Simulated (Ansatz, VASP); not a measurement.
One calculation of Ge, two programs

File INCAR:

```
  ALGO = Normal
  EDIFF = 1E-7
  ENCUT = 520
  GGA = PE
  ISIF = 2
  ISMEAR = -1
  LASPH = T
  LCHARG = F
  LREAL = F
  LWAVE = F
  NBANDS = 21
  NELM = 100
  PREC = Accurate
  SIGMA = 0.05
```

File KPOINTS:

```
k-points
0
Gamma
  9 9 9
```

The input POSCAR:

```
Ge
1.0
    0.0000000000      2.9239537179      2.9239537179
    2.9239537179      0.0000000000      2.9239537179
    2.9239537179      2.9239537179      0.0000000000
Ge
2
Direct
    0.5000000000      0.5000000000      0.5000000000
    0.7500000000      0.7500000000      0.7500000000
```

Input for Ansatz:

```yaml
crystal:
  lattice:
    - [0.0, 2.9239537179, 2.9239537179]
    - [2.9239537179, 0.0, 2.9239537179]
    - [2.9239537179, 2.9239537179, 0.0]
  atoms:
    - { symbol: Ge, position: [0.5, 0.5, 0.5] }
    - { symbol: Ge, position: [0.75, 0.75, 0.75] }
hamiltonian:
  xc: pbe
  pseudopotentials:
    kind: paw
    azcp:
      Ge: "pseudopotentials/Ge.paw.azcp"
basis:
  ecutwfc: 420
  fft_grid_basis: typed
kpoints:
  mp_grid: { grid: [9, 9, 9], shift: [0, 0, 0] }
magnetization:
  spin_polarized: false
scf:
  occupations: { method: fermi_dirac, width: 0.05 }
output:
  stress: true
```

Alike in both runs: task single point; functional PBE; k mesh 9 × 9 × 9; occupations fermi-dirac, width 0.05 eV; no spin polarisation.

```csv
,VASP,Ansatz
version,VASP 6.6.1,Ansatz 0.2.0
potentials or method,"VASP PAW PBE potentials, release 64 (Ge_d), cutoff 520 eV","plane waves (420 eV) with PAW, scalar-relativistic"
valence electrons in the cell,28,28
```

```csv
,VASP,Ansatz,Ansatz less VASP
pressure (GPa),-2.4,-2.3,+0.09
```

With one functional, cell and mesh, what is left measures potentials, basis and numerics.
